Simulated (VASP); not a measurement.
Set up this calculation in VASP 6.6.1, as the native input.

```yaml
Task: single point
Functional: PBEsol
Potentials_or_basis: VASP PAW PBE potentials, release 64 (Cu, O)
Cutoff: 520 eV
k_mesh: 10 × 10 × 5
Occupations: fermi-dirac, width 0.05 eV
Spin: no spin polarisation
Dipole_correction: no
Further_INCAR_settings: ALGO = Normal; EDIFF = 1e-07; NBANDS = 25
```

The structure of CuO (Tenorite) lies in POSCAR:

```
CuO
1.0
    2.2967865698     -1.6784228387      0.0000000000
    2.2967865698      1.6784228387      0.0000000000
   -0.8429870921      0.0000000000      4.9561536082
Cu O
2 2
Direct
    0.4968000000      0.0032000000      0.5000000000
    0.0032000000      0.4968000000      0.0000000000
    0.4056000000      0.5714000000      0.7537000000
    0.5714000000      0.4056000000      0.2537000000
```

These files were run (other wordings do the same):

INCAR

```
PREC = Accurate
ENCUT = 520
EDIFF = 1E-7
ISMEAR = -1
SIGMA = 0.05
LREAL = False
LASPH = True
NELM = 80
ALGO = Normal
ISIF = 2
LWAVE = False
LCHARG = False
GGA = PS
NBANDS = 25
```

KPOINTS

```
regular mesh
0
Gamma
  10 10 5
```

Potentials or basis: VASP PAW PBE potentials, release 64 (Cu, O).

Command:

```bash
$ cat potpaw_PBE.64/Cu/POTCAR potpaw_PBE.64/O/POTCAR > POTCAR
$ mpirun -np 1 vasp_std > vasp.out
```

It gave:

```
Pressure               : 10.5 GPa
Largest force          : 0.944 eV/Å
Band gap on the k mesh : zero (band 17 reaches 6.66 eV, above the bottom of band 18 at 6.06 eV)
```

Caveat: the PAW data sets were made with another functional, which shifts forces and pressure a little; semilocal functionals often make such compounds metallic where correlation or magnetic order opens a gap, which also shifts bond lengths.

Run time: 88 s on 1 thread of AMD EPYC 9R45 96-Core Processor (Zen 5), on a shared host, peak memory 0.21 GiB.
